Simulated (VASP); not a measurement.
Write the native input for VASP 6.6.1 that does the following.

| Item | Value |
| --- | --- |
| Task | single point |
| Functional | BLYP |
| Potentials or basis | VASP PAW PBE potentials, release 64 (Pb_d, S) |
| Cutoff | 520 eV |
| k mesh | 6 × 6 × 2 |
| Occupations | gaussian, width 0.01 eV |
| Spin | no spin polarisation |
| Dipole correction | no |
| Further INCAR settings | ALGO = Normal; EDIFF = 1e-06; NBANDS = 28 |

The structure of PbS lies in POSCAR:

```
PbS
1.0
    2.9405000000     -2.9000000000      0.0000000000
    2.9405000000      2.9000000000      0.0000000000
   -1.0800500000      0.0000000000     11.7092900000
Pb S
2 2
Direct
    0.7756000000      0.7756000000      0.6363800000
    0.2244000000      0.2244000000      0.3636200000
    0.2684000000      0.2684000000      0.5986000000
    0.7316000000      0.7316000000      0.4014000000
```

One way to write it, as run:

INCAR

```
PREC = Accurate
ENCUT = 520
EDIFF = 1E-6
ISMEAR = 0
SIGMA = 0.01
LREAL = F
LASPH = T
NELM = 80
ALGO = Normal
ISIF = 2
LWAVE = F
LCHARG = F
GGA = B5
ALDAX = 1.0
AGGAX = 1.0
AGGAC = 1.0
ALDAC = 0.0
NBANDS = 28
```

KPOINTS

```
regular mesh
0
Gamma
  6 6 2
```

Potentials or basis: VASP PAW PBE potentials, release 64 (Pb_d, S).

Run with:

```sh
$ cat potpaw_PBE.64/Pb_d/POTCAR potpaw_PBE.64/S/POTCAR > POTCAR
$ mpirun -np 1 vasp_std > vasp.out
```

Results of the run:

| Item | Value |
| --- | --- |
| Largest force | 0.098 eV/Å |
| Band gap on the k mesh | 1.18 eV |

Caveat: there is no dipole correction, which matters where the two faces differ; the PAW data sets were made with another functional, which shifts forces and pressure a little; spin-orbit coupling is left out, which moves the levels of the heavy elements.

It took 2.9 min on 1 thread of Intel(R) Xeon(R) Platinum 8259CL CPU @ 2.50GHz (Skylake/Cascade Lake), on a shared host, peak memory 0.35 GiB.
